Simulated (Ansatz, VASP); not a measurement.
# One calculation of Cs, two programs

```
CELL_PARAMETERS angstrom
5.47925 0.00000 0.00000
-2.73962 4.74517 0.00000
0.00000 0.00000 17.97032
ATOMIC_POSITIONS crystal
Cs 0.00000 0.00000 0.00000
Cs 0.00000 0.00000 0.50000
Cs 0.33333 0.66667 0.25000
Cs 0.66667 0.33333 0.75000
```

Alike in both runs: functional PBE; k mesh 7 × 7 × 2; occupations fermi-dirac, width 0.1 eV; no spin polarisation.

Ansatz relaxed the structure, and its values are those at the end. VASP's run is a single point on that final structure, the one shown.

|  | VASP | Ansatz |
| --- | --- | --- |
| version | VASP 6.6.1 | Ansatz 0.2.0 |
| potentials or method | VASP PAW PBE potentials, release 64 (Cs_sv), cutoff 520 eV | plane waves (420 eV) with PAW, scalar-relativistic |
| valence electrons in the cell | 36 | 36 |

|  | VASP | Ansatz | Ansatz less VASP |
| --- | --- | --- | --- |
| pressure (GPa) | 0.0 | 0.0 | +0.01 |

Spin-orbit coupling is off throughout.
